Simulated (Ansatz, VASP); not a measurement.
Two plane-wave programs on Se

```
Se
1.0
     4.04841    0.00000    0.00000
    -2.02420    3.71755    0.00000
     0.00000    0.00000    5.04085
Se
3
Cartesian
  0.9799 0.0000 1.6803
  -0.4899 0.8580 3.3699
  1.5343 2.8596 -0.0093
```

Change from the starting cell: uniaxial_x strain -5.7%.

Alike in both runs: task single point; functional r2SCAN; k mesh 12 × 12 × 6; no spin polarisation.

```csv
,VASP,Ansatz
version,VASP 6.6.1,Ansatz 0.2.0
potentials or method,"VASP PAW PBE potentials, release 64 (Se)","plane waves, PAW"
plane-wave cutoff (eV),520,500
occupations,"gaussian, width 0.01 eV",fixed
valence electrons in the cell,18,48
```

Ansatz gave:

```
gap on the k mesh at the Fermi level (eV)                     : 0.94
pressure (GPa)                                                : 2.2
traceless stress, the component that is largest in VASP (GPa) : 0.63
rms of the force components (eV/Å)                            : 0.024
```

Question: Which values does VASP return?

Answer: gap on the k mesh at the Fermi level (eV): 0.93; pressure (GPa): 2.2; traceless stress, the component that is largest in VASP (GPa): 0.62; rms of the force components (eV/Å): 0.021.

VASP's potentials were made for PBE, not for r2SCAN. Atom by atom the forces differ by 0.003 eV/Å (rms over components). VASP's potentials hold 18 valence electrons a cell and Ansatz's 48, so a difference there can come from the potentials and not from the codes.
